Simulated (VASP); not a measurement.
BaTe: single point with PBE

Crystal: BaTe.

```
Ba Te
1.0
     0.00000    3.47940    3.47940
     3.47940    0.00000    3.47940
     3.47940    3.47940    0.00000
Ba Te
1 1
Direct
  0.00000 0.00000 0.00000
  0.50000 0.50000 0.50000
```

This cell differs from its parent crystal: strain -1.5%.

| Quantity | Value |
| --- | --- |
| Program | VASP 6.6.1 |
| Task | single point |
| Functional | PBE |
| Potentials or basis | VASP PAW PBE potentials, release 64 (Ba_sv, Te) |
| Cutoff | 520 eV |
| k mesh | 6 × 6 × 6 |
| Occupations | fermi-dirac, width 0.02 eV |
| Spin | no spin polarisation |
| Dipole correction | no |
| Further INCAR settings | ALGO = Normal; EDIFF = 1e-06; NBANDS = 15 |

```yaml
Pressure: 1.8 GPa
Band_gap_on_the_k_mesh: 1.48 eV (least direct gap 1.86 eV)
```

Levels at points of the mesh, in eV from the valence-band top:
```tsv
k point	band 5	band 6	band 7	band 8	band 9	band 10	band 11	band 12
(0.00, 0.00, 0.00)	-9.58	0.00	0.00	0.00	2.91	2.91	2.91	2.98
(0.50, 0.00, 0.00)	-8.80	-2.29	-1.17	-1.17	4.22	4.80	4.92	4.92
(0.50, 0.50, 0.00)	-9.37	-1.14	-0.38	-0.38	1.48	4.46	4.72	5.67
```

Run time: 47 s on 1 thread of Intel Xeon 8259CL, with other jobs on the host, peak memory 0.24 GiB.

Caveat: the cell differs from its parent crystal (strain -1.5%); spin-orbit coupling is left out, which moves the levels of the heavy elements. A k mesh can miss the band edges.
